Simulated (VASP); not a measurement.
Input of a VASP 6.6.1 run:

File INCAR:

```
ALGO = Normal ; EDIFF = 1E-6
ENCUT = 520 ; GGA = PE
ISIF = 2 ; ISMEAR = 0
LASPH = T ; LCHARG = F
LREAL = F ; LWAVE = F
NBANDS = 12 ; NELM = 60
PREC = Accurate ; SIGMA = 1.0
```

Contents of KPOINTS:

```
k-points
0
Gamma
  13 13 13
```

POSCAR

```
Au
1.0
    0.0000000000      2.0782552709      2.0782552709
    2.0782552709      0.0000000000      2.0782552709
    2.0782552709      2.0782552709      0.0000000000
Au
1
Direct
    0.0000000000      0.0000000000      0.0000000000
```

Potentials or basis: VASP PAW PBE potentials, release 64 (Au).

Run with:

```sh
$ cat potpaw_PBE.64/Au/POTCAR > POTCAR
$ mpirun -np 1 vasp_std > vasp.out
```

(1) Estimate the pressure.

Answers

(1) 0.3 GPa.
